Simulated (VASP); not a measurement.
# ScGaSe (P-6m2) in VASP: a series of runs

The runs below take ScGaSe through single point, with PBE.

Everything below comes from runs of VASP 6.6.1. Logs are shortened: lines on timing, memory, paths and dates and some standing lists are left out, and cuts for length are marked.

## Step 1: The cell of the first run

Symmetry: P-6m2, No. 187, hexagonal system. The conventional cell has a = 4.277 Å, b = 4.277 Å, c = 4.590 Å, α = 90.00°, β = 90.00°, γ = 120.00°. Within 4.4 Å of Sc (site symmetry -6m2) lie 6 Se at 3.37 Å and 6 Ga at 3.37 Å and 6 Sc at 4.28 Å. Within 3.4 Å of Ga (site symmetry -6m2) lie 3 Se at 2.47 Å and 6 Sc at 3.37 Å. Within 3.4 Å of Se (site symmetry -6m2) lie 3 Ga at 2.47 Å and 6 Sc at 3.37 Å.

The cell was built from a structure type or drawn by symmetry, and may not be a known phase.

## Step 2: Single point, PBE

INCAR

```
SYSTEM = ScGaSe
PREC     = Accurate       ! precision mode
ENCUT    = 520            ! plane-wave cutoff, eV
EDIFF    = 1E-6           ! SCF threshold, eV
ISMEAR   = 0              ! smearing method
SIGMA    = 0.1            ! smearing width, eV
LREAL    = .FALSE.        ! projectors in reciprocal space
LASPH    = .TRUE.         ! aspherical terms in the spheres
NELM     = 80             ! most SCF steps
ALGO     = Normal         ! electronic algorithm
ISIF     = 2              ! what is computed and relaxed
LWAVE    = .FALSE.        ! write WAVECAR
LCHARG   = .TRUE.         ! write CHGCAR
GGA      = PE             ! functional
LELF     = .TRUE.         ! ELF
LVHAR    = .TRUE.       
NBANDS   = 22             ! bands
```

KPOINTS

```
Automatic mesh
0
G
  6 6 4
  0 0 0
```

POSCAR

```
ScGaSe
1.0
    4.2768116700      0.0000000000      0.0000000000
   -2.1384058300      3.7038275500      0.0000000000
    0.0000000000      0.0000000000      4.5897348500
Sc Ga Se
1 1 1
Direct
    0.6666666700      0.3333333300      0.0000000000
    0.0000000000      0.0000000000      0.5000000000
    0.3333333300      0.6666666700      0.5000000000
```

Potentials or basis: VASP PAW PBE potentials, release 64 (Sc_sv, Ga_d, Se).

On the command line:

```bash
$ cat potpaw_PBE.64/Sc_sv/POTCAR potpaw_PBE.64/Ga_d/POTCAR potpaw_PBE.64/Se/POTCAR > POTCAR
$ mpirun -np 1 vasp_std > vasp.out
```

OUTCAR:

```text
SYSTEM = ScGaSe
   PREC = Accurate
   ENCUT = 520
   EDIFF = 1E-6
   ISMEAR = 0
   LREAL = .FALSE.
   LASPH = .TRUE.
   NELM = 80
   ISIF = 2
   GGA = PE

 ion  position               nearest neighbor table
   1  0.667  0.333  0.000-
   2  0.000  0.000  0.500-   3 2.47   3 2.47   3 2.47
   3  0.333  0.667  0.500-   2 2.47   2 2.47   2 2.47

  LATTYP: Found a hexagonal cell.
 ALAT       =     4.2768116700
 C/A-ratio  =     1.0731673976

  Lattice vectors:

 A1 = (   4.2768116700,   0.0000000000,   0.0000000000)
 A2 = (  -2.1384058300,   3.7038275500,   0.0000000000)
 A3 = (   0.0000000000,   0.0000000000,   4.5897348500)

Analysis of symmetry for initial positions (statically):
=====================================================================
 Subroutine PRICEL returns:
 Original cell was already a primitive cell.

 Routine SETGRP: Setting up the symmetry group for a
 hexagonal supercell.

 Subroutine GETGRP returns: Found 12 space group operations
 (whereof 12 operations were pure point group operations)
 out of a pool of 24 trial point group operations.

The static configuration has the point symmetry D_3h.

Analysis of symmetry for dynamics (positions and initial velocities):
=====================================================================
 Subroutine PRICEL returns:
 Original cell was already a primitive cell.

 Routine SETGRP: Setting up the symmetry group for a
 hexagonal supercell.

 Subroutine GETGRP returns: Found 12 space group operations
 (whereof 12 operations were pure point group operations)
 out of a pool of 24 trial point group operations.

The dynamic configuration has the point symmetry D_3h.

 Subroutine INISYM returns: Found 12 space group operations
 (whereof 12 operations are pure point group operations),
 and found     1 'primitive' translations

----------------------------------------------------------------------------------------

                                     Primitive cell

  volume of cell :      72.7040

  direct lattice vectors                    reciprocal lattice vectors
     4.276811670  0.000000000  0.000000000     0.233819040  0.134995486  0.000000000
    -2.138405830  3.703827550  0.000000000     0.000000000  0.269990972  0.000000000
     0.000000000  0.000000000  4.589734850     0.000000000  0.000000000  0.217877510

  length of vectors
     4.276811670  4.276811665  4.589734850     0.269990972  0.269990972  0.217877510

  position of ions in fractional coordinates (direct lattice)
     0.666666670  0.333333330  0.000000000
     0.000000000  0.000000000  0.500000000
     0.333333330  0.666666670  0.500000000

  ion indices of the primitive-cell ions
   primitive index   ion index
                 1           1
                 2           2
                 3           3

----------------------------------------------------------------------------------------

 KPOINTS: Automatic mesh

Automatic generation of k-mesh.
 Grid dimensions read from file:
 generate k-points for:    6    6    4

 Generating k-lattice:

  Cartesian coordinates                     Fractional coordinates (reciprocal lattice)
     0.038969840  0.022499248  0.000000000     0.166666667  0.000000000  0.000000000
     0.000000000  0.044998495  0.000000000     0.000000000  0.166666667  0.000000000
     0.000000000  0.000000000  0.054469377     0.000000000  0.000000000  0.250000000

  Length of vectors
     0.044998495  0.044998495  0.054469377

  Shift w.r.t. Gamma in fractional coordinates (k-lattice)
     0.000000000  0.000000000  0.000000000

 Subroutine IBZKPT returns following result:
 ===========================================

 Found     21 irreducible k-points:

 Following reciprocal coordinates:
            Coordinates               Weight
  0.000000  0.000000  0.000000      1.000000
  0.166667  0.000000  0.000000      6.000000
  0.333333  0.000000  0.000000      6.000000
  0.500000  0.000000  0.000000      3.000000
  0.166667  0.166667  0.000000      6.000000
  0.333333  0.166667  0.000000     12.000000
[... 13 lines left out ...]
  0.333333  0.166667  0.500000     12.000000
  0.333333  0.333333  0.500000      2.000000
   k-points           NKPTS =     21   k-points in BZ     NKDIM =     21   number of bands    NBANDS=     22
   number of dos      NEDOS =    301   number of ions     NIONS =      3
   total plane-waves  NPLWV =  36864
   dimension x,y,z NGX =    32 NGY =   32 NGZ =   36
   dimension x,y,z NGXF=    64 NGYF=   64 NGZF=   72
   ions per type =               1   1   1
   NGX,Y,Z   is equivalent  to a cutoff of  12.44, 12.44, 13.04 a.u.
   NGXF,Y,Z  is equivalent  to a cutoff of  24.88, 24.88, 26.08 a.u.
 SYSTEM =  ScGaSe
   PREC   = accura    normal or accurate (medium, high low for compatibility)
   ISTART =      0    job   : 0-new  1-cont  2-samecut
   ICHARG =      2    charge: 1-file 2-atom 10-const
   ISPIN  =      1    spin polarized calculation?
   LNONCOLLINEAR =      F non collinear calculations
   LSORBIT =      F    spin-orbit coupling
   LASPH  =      T    aspherical Exc in radial PAW
   ENCUT  =  520.0 eV  38.22 Ry    6.18 a.u.   7.95  7.95  8.53*2*pi/ulx,y,z
   NELM   =     80;   NELMIN=  2; NELMDL= -5     # of ELM steps
   EDIFF  = 0.1E-05   stopping-criterion for ELM
   LREAL  =      F    real-space projection
   EDIFFG = 0.1E-04   stopping-criterion for IOM
   NSW    =      0    number of steps for IOM
   IBRION =     -1    ionic relax: 0-MD 1-quasi-New 2-CG
   NFREE  =      0    steps in history (QN), initial steepest desc. (CG)
   ISIF   =      2    stress and relaxation
   ISYM   =      2    0-nonsym 1-usesym 2-fastsym
   POTIM  = 0.5000    time-step for ionic-motion
   TEBEG  =    0.0;   TEEND  =   0.0 temperature during run
   PSTRESS=    0.0 pullay stress
   NELECT =      30.0000    total number of electrons
   NUPDOWN=      -1.0000    fix difference up-down
   EMIN   =  10.00;   EMAX   =-10.00  energy-range for DOS
   EFERMI =   0.00;   METHOD = LEGACY
   ISMEAR =     0;   SIGMA  =   0.10  broadening in eV -4-tet -1-fermi 0-gaus
   EFERMI_NEDOS =   21; number of points for ismear=-14 and -15
   IALGO  =     38    algorithm
   IMIX   =      4    mixing-type and parameters
     AMIX     =   0.40;   BMIX     =  1.00
     AMIX_MAG =   1.60;   BMIX_MAG =  1.00
  volume/ion in A,a.u.               =      24.23       163.54
  Fermi-wavevector in a.u.,A,eV,Ry     =   1.218791  2.303180 20.210781  1.485450
  Thomas-Fermi vector in A             =   2.354065
   LORBIT       =      0    0 simple, 1 ext, 2 COOP (PROOUT), +10 PAW based schemes
   GGA     = PE    functional components
   LHFCALC =     F    Hartree Fock is set to
   AEXX    =    0.0000 exact exchange contribution
   IVDW    =     0    specifies the selected vdW correction
   LEPSILON=     F    determine dielectric tensor
   LRPA    =     F    only Hartree local field effects (RPA)
 non-spin polarized calculation
 Gauss-broadening in eV      SIGMA  =   0.10
  energy-cutoff  :      520.00
  volume of cell :       72.70
 maximum number of plane-waves:      1980
 NGX is ok and might be reduce to    32
   NGX = 15   NGY = 15   NGZ = 17

 number of electron      29.9999998 magnetization

 Free energy of the ion-electron system (eV)
  ---------------------------------------------------
  ext. energy  EPLUGINS =         0.00000000
  ---------------------------------------------------
  free energy    TOTEN  =       -12.83891796 eV

  energy without entropy =      -12.82972055  energy(sigma->0) =      -12.83431925

 E-fermi :   4.7082     XC(G=0):  -9.6824

 val. band max:        4.5711221026   @ k =   0.0000   0.0000   0.5000
 cond. band min:       4.7189872042   @ k =   0.1667   0.1667   0.0000
 fundamental gap:      0.1478651016
 Fermi energy:         4.7082308290

 k-point     1 :       0.0000    0.0000    0.0000
  band No.  band energies     occupation
      1     -46.2525      2.00000
      2     -24.8523      2.00000
      3     -24.8523      2.00000
      4     -24.8458      2.00000
      5     -10.9214      2.00000
      6     -10.5856      2.00000
[... 14 lines left out ...]
     21       6.6512      0.00000
     22       6.6512      0.00000

 k-point     2 :       0.1667    0.0000    0.0000
  band No.  band energies     occupation
      1     -46.2523      2.00000
      2     -24.8562      2.00000
      3     -24.8533      2.00000
      4     -24.8452      2.00000
      5     -10.9047      2.00000
      6     -10.5762      2.00000
[... 14 lines left out ...]
     21       7.4699      0.00000
     22       7.7378      0.00000

 k-point     3 :       0.3333    0.0000    0.0000
  band No.  band energies     occupation
      1     -46.2519      2.00000
      2     -24.8639      2.00000
      3     -24.8552      2.00000
      4     -24.8442      2.00000
      5     -10.8924      2.00000
      6     -10.5571      2.00000
[... 14 lines left out ...]
     21       7.3905      0.00000
     22       8.2539      0.00000

 k-point     4 :       0.5000    0.0000    0.0000
  band No.  band energies     occupation
      1     -46.2517      2.00000
      2     -24.8678      2.00000
      3     -24.8562      2.00000
      4     -24.8437      2.00000
      5     -10.8924      2.00000
      6     -10.5474      2.00000
[... 14 lines left out ...]
     21       7.5987      0.00000
     22       8.1938      0.00000

 k-point     5 :       0.1667    0.1667    0.0000
  band No.  band energies     occupation
      1     -46.2520      2.00000
      2     -24.8613      2.00000
      3     -24.8554      2.00000
      4     -24.8445      2.00000
      5     -10.8926      2.00000
      6     -10.5635      2.00000
[... 14 lines left out ...]
     21       7.3485      0.00000
     22       8.1833      0.00000

 k-point     6 :       0.3333    0.1667    0.0000
  band No.  band energies     occupation
      1     -46.2517      2.00000
      2     -24.8658      2.00000
      3     -24.8581      2.00000
      4     -24.8437      2.00000
      5     -10.8894      2.00000
      6     -10.5500      2.00000
[... 14 lines left out ...]
     21       7.6039      0.00000
     22       8.1306      0.00000

 k-point     7 :       0.3333    0.3333    0.0000
  band No.  band energies     occupation
      1     -46.2516      2.00000
      2     -24.8633      2.00000
      3     -24.8631      2.00000
      4     -24.8434      2.00000
      5     -10.8870      2.00000
      6     -10.5469      2.00000
[... 249 lines left out ...]
      6     -10.5571      2.00000
[... 14 lines left out ...]
     21       7.7684      0.00000
     22       8.4340      0.00000

 k-point    18 :       0.5000    0.0000    0.5000
  band No.  band energies     occupation
      1     -46.2515      2.00000
      2     -24.8669      2.00000
      3     -24.8557      2.00000
      4     -24.8487      2.00000
      5     -10.8828      2.00000
      6     -10.5473      2.00000
[... 14 lines left out ...]
     21       8.1743      0.00000
     22       8.5962      0.00000

 k-point    19 :       0.1667    0.1667    0.5000
  band No.  band energies     occupation
      1     -46.2518      2.00000
      2     -24.8606      2.00000
      3     -24.8550      2.00000
      4     -24.8498      2.00000
      5     -10.8770      2.00000
      6     -10.5634      2.00000
[... 14 lines left out ...]
     21       6.7176      0.00000
     22       7.9569      0.00000

 k-point    20 :       0.3333    0.1667    0.5000
  band No.  band energies     occupation
      1     -46.2515      2.00000
      2     -24.8650      2.00000
      3     -24.8576      2.00000
      4     -24.8487      2.00000
      5     -10.8789      2.00000
      6     -10.5496      2.00000
[... 14 lines left out ...]
     21       6.8712      0.00000
     22       8.1494      0.00000

 k-point    21 :       0.3333    0.3333    0.5000
  band No.  band energies     occupation
      1     -46.2514      2.00000
      2     -24.8626      2.00000
      3     -24.8624      2.00000
      4     -24.8483      2.00000
      5     -10.8767      2.00000
      6     -10.5462      2.00000
[... 14 lines left out ...]
     21       6.3606      0.00000
     22       8.7352      0.00000

------------------------ aborting loop because EDIFF is reached ----------------------------------------

  FORCE on cell =-STRESS in cart. coord.  units (eV):
  Direction    XX          YY          ZZ          XY          YZ          ZX
  --------------------------------------------------------------------------------------
  -------------------------------------------------------------------------------------
  Total        2.1725365      2.1725365     -5.6929920      0.0000000     -0.0000000      0.0000000
  in kB       47.8761467     47.8761466   -125.4563587      0.0000001     -0.0000000      0.0000000
  external PRESSURE =      -9.9013551 kB  Pullay stress =       0.0000000 kB

 VOLUME and BASIS-vectors are now :
 -----------------------------------------------------------------------------
  energy-cutoff  :      520.00
  volume of cell :       72.70
      direct lattice vectors                 reciprocal lattice vectors
     4.276811670  0.000000000  0.000000000     0.233819040  0.134995486  0.000000000
    -2.138405830  3.703827550  0.000000000     0.000000000  0.269990972  0.000000000
     0.000000000  0.000000000  4.589734850     0.000000000  0.000000000  0.217877510

 POSITION                                       TOTAL-FORCE (eV/Angst)
 -----------------------------------------------------------------------------------
      2.13841      1.23461      0.00000         0.000000      0.000000      0.000000
      0.00000      0.00000      2.29487        -0.000000      0.000000      0.000000
     -0.00000      2.46922      2.29487        -0.000000      0.000000      0.000000
 -----------------------------------------------------------------------------------
    total drift:                               -0.000020      0.000012      0.000000

  FREE ENERGIE OF THE ION-ELECTRON SYSTEM (eV)
  ---------------------------------------------------
  free  energy   TOTEN  =       -12.8389179603 eV

  energy  without entropy=      -12.8297205484  energy(sigma->0) =      -12.83431925
```

It took 22 s on 1 thread of AMD EPYC 9R45 (Zen 5), shared host; peak memory 0.17 GiB.

What came out:

- Free energy: -12.8389 eV
- Pressure: -1.0 GPa
- Band gap on the k mesh: zero (bands 15 and 16 overlap by 0.75 eV)

Stress tensor (GPa, compression positive):
```
  4.79   0.00   0.00
  0.00   4.79   0.00
  0.00   0.00 -12.55
```

Levels at points of the mesh, in eV from the Fermi level:
```csv
k point,band 12,band 13,band 14,band 15,band 16,band 17,band 18,band 19
"(0.00, 0.00, 0.00)",-4.16,-4.07,-4.07,-1.02,0.66,0.66,0.81,0.81
"(0.50, 0.00, 0.00)",-4.99,-3.73,-2.27,0.08,0.09,0.57,1.15,1.18
"(0.00, 0.00, 0.50)",-3.89,-3.89,-3.41,-0.14,-0.14,0.31,0.31,0.42
"(0.50, 0.00, 0.50)",-5.05,-4.61,-2.19,-1.44,0.89,1.22,1.28,1.33
```

[end of part 1 of 2]
